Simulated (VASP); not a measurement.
## ZrH2: relaxation of cell and atoms with LDA

Crystal: ZrH2.

```
CELL_PARAMETERS angstrom
3.40716 0.00000 0.00000
1.70358 2.95069 0.00000
1.70358 0.98356 2.78193
ATOMIC_POSITIONS crystal
Zr 0.00000 0.00000 0.00000
H 0.75000 0.75000 0.75000
H 0.25000 0.25000 0.25000
```

```json
{"Program": "VASP 6.6.1", "Task": "relaxation of cell and atoms", "Functional": "LDA", "Potentials or basis": "VASP PAW LDA potentials, release 64 (Zr_sv, H)", "Cutoff": "600 eV", "k mesh": "5 × 5 × 5", "Occupations": "gaussian, width 0.02 eV", "Spin": "no spin polarisation", "Target pressure": "20 GPa", "Dipole correction": "no", "Further INCAR settings": "ALGO = Normal; EDIFF = 1e-06; IBRION = 2; EDIFFG = -0.01; NSW = 80; ISIF = 3"}
```

* Relaxed volume: 7.96 Å³/atom
* Relaxed cell: a = 3.232 Å, b = 3.232 Å, c = 3.232 Å, α = 60.00°, β = 60.00°, γ = 60.00°
* Space group after relaxing (to 0.05 Å): Fm-3m (No. 225)
* Energy change on relaxing (the enthalpy is what falls): +41.5 meV/atom
* Ionic steps: 3
* Pressure after relaxing: 19.9 GPa
* Band gap on the k mesh: zero (band 7 reaches 10.35 eV, above the bottom of band 8 at 9.47 eV)

The path:
```tsv
step	energy change (eV)	largest force (eV/Å)	pressure (GPa)	volume (Å³)
1	0.0000	0.0000	-6.82	27.97
2	0.4452	0.0000	39.56	22.11
3	0.1244	0.0000	19.93	23.88
```

Final structure:
```yaml
crystal:
  lattice:
    - [3.23214, 0.00000, 0.00000]
    - [1.61607, 2.79911, 0.00000]
    - [1.61607, 0.93304, 2.63903]
  atoms:
    - { symbol: Zr, position: [0.00000, 0.00000, 0.00000] }
    - { symbol: H, position: [0.75000, 0.75000, 0.75000] }
    - { symbol: H, position: [0.25000, 0.25000, 0.25000] }
```

Levels at points of the mesh, in eV from the Fermi level:
```
           k point  band 5  band 6  band 7  band 8  band 9  band 10
(0.00, 0.00, 0.00)  -10.14   -1.28   -0.42   -0.42   -0.42     2.71
```

Run time: 7.6 s on 1 thread of Intel(R) Xeon(R) Platinum 8488C (Sapphire Rapids) (shared host), peak memory 0.15 GiB.

Caveat: the k points lie up to 0.48 Å⁻¹ apart in the final cell; the cell is relaxed towards a set pressure, so the enthalpy falls and the energy may rise.
